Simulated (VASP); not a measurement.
AlN: single point with PBEsol

Crystal: AlN.

```
Al N
1.0
     0.00000    2.18885    2.18885
     2.18885    0.00000    2.18885
     2.18885    2.18885    0.00000
Al N
1 1
Direct
  0.00000 0.00000 0.00000
  0.75000 0.75000 0.75000
```

```yaml
Program: VASP 6.6.1
Task: single point
Functional: PBEsol
Potentials_or_basis: VASP PAW PBE potentials, release 64 (Al, N)
Cutoff: 520 eV
k_mesh: 10 × 10 × 10
Occupations: fermi-dirac, width 0.02 eV
Spin: no spin polarisation
Dipole_correction: no
Further_INCAR_settings: ALGO = Normal; EDIFF = 1e-06; NBANDS = 11
```

| Property | Result |
| --- | --- |
| Pressure | 0.0 GPa |
| Band gap on the k mesh | 3.18 eV (least direct gap 4.07 eV) |

Levels at points of the mesh, in eV from the valence-band top:
| k point | band 1 | band 2 | band 3 | band 4 | band 5 | band 6 | band 7 | band 8 |
| --- | --- | --- | --- | --- | --- | --- | --- | --- |
| (0.00, 0.00, 0.00) | -14.92 | 0.00 | 0.00 | 0.00 | 4.07 | 12.40 | 12.40 | 12.40 |
| (0.50, 0.00, 0.00) | -12.86 | -5.88 | -0.48 | -0.48 | 7.23 | 9.72 | 10.99 | 10.99 |
| (0.50, 0.50, 0.00) | -12.22 | -4.93 | -1.78 | -1.78 | 3.18 | 8.44 | 13.78 | 15.54 |

Run time: 11 s on 1 thread of Intel Xeon 8259CL (shared host), peak memory 0.14 GiB.

Caveat: the PAW data sets were made with another functional, which shifts forces and pressure a little. A k mesh can miss the band edges.
